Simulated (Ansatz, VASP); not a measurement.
## ZnS in VASP and in Ansatz

Contents of INCAR:

```
SYSTEM = ZnS
  PREC = Accurate
  ENCUT = 520
  EDIFF = 1E-7
  ISMEAR = 0
  SIGMA = 0.01
  LREAL = .FALSE.
  LASPH = .TRUE.
  NELM = 100
  ALGO = Normal
  ISIF = 2
  LWAVE = .FALSE.
  LCHARG = .FALSE.
  GGA = PS
  NBANDS = 46
```

The input KPOINTS:

```
regular mesh
0
G
  6 6 2
  0 0 0
```

The input POSCAR:

```
ZnS
1.0
    3.8227000000      0.0000000000      0.0000000000
   -1.9113500000      3.3105550000      0.0000000000
    0.0000000000      0.0000000000     12.5200000000
Zn S
4 4
Direct
    0.0000000000      0.0000000000      0.0000000000
    0.0000000000      0.0000000000      0.5000000000
    0.3333333333      0.6666666667      0.2500000000
    0.6666666667      0.3333333333      0.7500000000
    0.0000000000      0.0000000000      0.1875000000
    0.0000000000      0.0000000000      0.6875000000
    0.3333333333      0.6666666667      0.4375000000
    0.6666666667      0.3333333333      0.9375000000
```

Input for Ansatz:

```yaml
crystal:
  lattice:
    - [3.8227, 0.0, 0.0]
    - [-1.91135, 3.310555, 0.0]
    - [0.0, 0.0, 12.52]
  atoms:
    - { symbol: Zn, position: [0.0, 0.0, 0.0] }
    - { symbol: Zn, position: [0.0, 0.0, 0.5] }
    - { symbol: Zn, position: [0.3333333333333333, 0.6666666666666666, 0.25] }
    - { symbol: Zn, position: [0.6666666666666666, 0.3333333333333333, 0.75] }
    - { symbol: S, position: [0.0, 0.0, 0.1875] }
    - { symbol: S, position: [0.0, 0.0, 0.6875] }
    - { symbol: S, position: [0.3333333333333333, 0.6666666666666666, 0.4375] }
    - { symbol: S, position: [0.6666666666666666, 0.3333333333333333, 0.9375] }
kpoints:
  mp_grid:
    grid: [6, 6, 2]
  band_path:
    path:
      - [0.0, 0.0, 0.0]
      - [-0.006084016009573884, 0.003042008004786942, 0.0]
      - [0.006084016009573884, -0.003042008004786942, 0.0]
      - [0.0, -0.005268911926275896, 0.0]
      - [0.0, 0.005268911926275896, 0.0]
      - [0.0, 0.0, -0.019926198875105296]
      - [0.0, 0.0, 0.019926198875105296]
      - [0.006084016009573884, 0.002226903921488954, 0.0]
      - [0.006084016009573884, -0.008310919931062838, 0.0]
      - [-0.006084016009573884, 0.008310919931062838, 0.0]
      - [-0.006084016009573884, -0.002226903921488954, 0.0]
      - [0.006084016009573884, -0.003042008004786942, 0.019926198875105296]
      - [0.006084016009573884, -0.003042008004786942, -0.019926198875105296]
      - [-0.006084016009573884, 0.003042008004786942, 0.019926198875105296]
      - [-0.006084016009573884, 0.003042008004786942, -0.019926198875105296]
      - [0.0, 0.005268911926275896, 0.019926198875105296]
      - [0.0, 0.005268911926275896, -0.019926198875105296]
      - [0.0, -0.005268911926275896, 0.019926198875105296]
      - [0.0, -0.005268911926275896, -0.019926198875105296]
    npoints: 1
hamiltonian:
  xc: pbesol
scf:
  occupations:
    method: fixed
```

Alike in both runs: task single point; functional PBEsol; k mesh 6 × 6 × 2; no spin polarisation.

```csv
,VASP,Ansatz
version,VASP 6.6.1,Ansatz 0.2.0
potentials or method,"VASP PAW PBE potentials, release 64 (Zn, S)","plane waves, PAW"
plane-wave cutoff (eV),520,420
occupations,"gaussian, width 0.01 eV",fixed
valence electrons in the cell,72,72
```

```tsv
	VASP	Ansatz	Ansatz less VASP
gap on the k mesh at the Fermi level (eV)	2.00	1.99	-0.005
```

VASP's potentials were made for PBE, not for PBEsol.
